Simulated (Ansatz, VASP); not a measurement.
Two plane-wave programs on BN

The input INCAR:

```
SYSTEM = BN
PREC = Accurate ; ENCUT = 520
EDIFF = 1E-6 ; ISMEAR = 0
SIGMA = 0.05 ; LREAL = .FALSE.
LASPH = .TRUE. ; NELM = 100
ALGO = Normal ; ISIF = 2
LWAVE = .FALSE. ; LCHARG = .FALSE.
LDIPOL = .TRUE. ; IDIPOL = 3
DIPOL = 0.5 0.5 0.500 ; GGA = PS
NBANDS = 21
```

Contents of KPOINTS:

```
regular mesh
0
G
  12 12 1
  0 0 0
```

File POSCAR:

```
BN
1.0
    2.5043488508      0.0000000000      0.0000000000
   -1.2521744254      2.1688297247      0.0000000000
    0.0000000000      0.0000000000     22.0190941495
B N
3 3
Direct
    0.3333333333      0.6666666667      0.3406134671
    0.6666666667      0.3333333333      0.5000000000
    0.3333333333      0.6666666667      0.6593865329
    0.6666666667      0.3333333333      0.3406134671
    0.3333333333      0.6666666667      0.5000000000
    0.6666666667      0.3333333333      0.6593865329
```

Input for Ansatz:

```yaml
crystal:
  lattice:
    - [2.5043488508, 0.0, 0.0]
    - [-1.2521744254, 2.1688297247, 0.0]
    - [0.0, 0.0, 22.0190941495]
  atoms:
    - { symbol: B, position: [0.3333333333, 0.6666666667, 0.3406134671] }
    - { symbol: "N", position: [0.6666666667, 0.3333333333, 0.3406134671] }
    - { symbol: B, position: [0.6666666667, 0.3333333333, 0.5] }
    - { symbol: "N", position: [0.3333333333, 0.6666666667, 0.5] }
    - { symbol: B, position: [0.3333333333, 0.6666666667, 0.6593865329] }
    - { symbol: "N", position: [0.6666666667, 0.3333333333, 0.6593865329] }
basis:
  ecutwfc: 420
kpoints:
  mp_grid: { grid: [12, 12, 1] }
hamiltonian:
  xc: pbesol
scf:
  occupations: { method: gaussian, width: 0.05 }
output:
  forces: true
  stress: true
  eigenvalues: true
  write_density: true
  write_potential: true
  elf: true
  volumetric_format: npy
efield:
  axis: 3
  dipole_correction: true
  ramp_width: 0.04
```

Alike in both runs: task single point; functional PBEsol; k mesh 12 × 12 × 1; occupations gaussian, width 0.05 eV; no spin polarisation.

|  | VASP | Ansatz |
| --- | --- | --- |
| version | VASP 6.6.1 | Ansatz 0.2.0 |
| potentials or method | VASP PAW PBE potentials, release 64 (B, N), cutoff 520 eV | scalar-relativistic, plane waves, PAW |
| valence electrons in the cell | 24 | 24 |

Ansatz gave:

* gap on the k mesh at the Fermi level (eV): 4.37
* least direct gap on the mesh (eV): 4.62
* rms of the force components (eV/Å): 0.013

Question: Which values does VASP return?

Answer: gap on the k mesh at the Fermi level (eV): 4.36; least direct gap on the mesh (eV): 4.61; rms of the force components (eV/Å): 0.013.

VASP's potentials were made for PBE, not for PBEsol. Ansatz's warnings: xc potential rough in thin density.
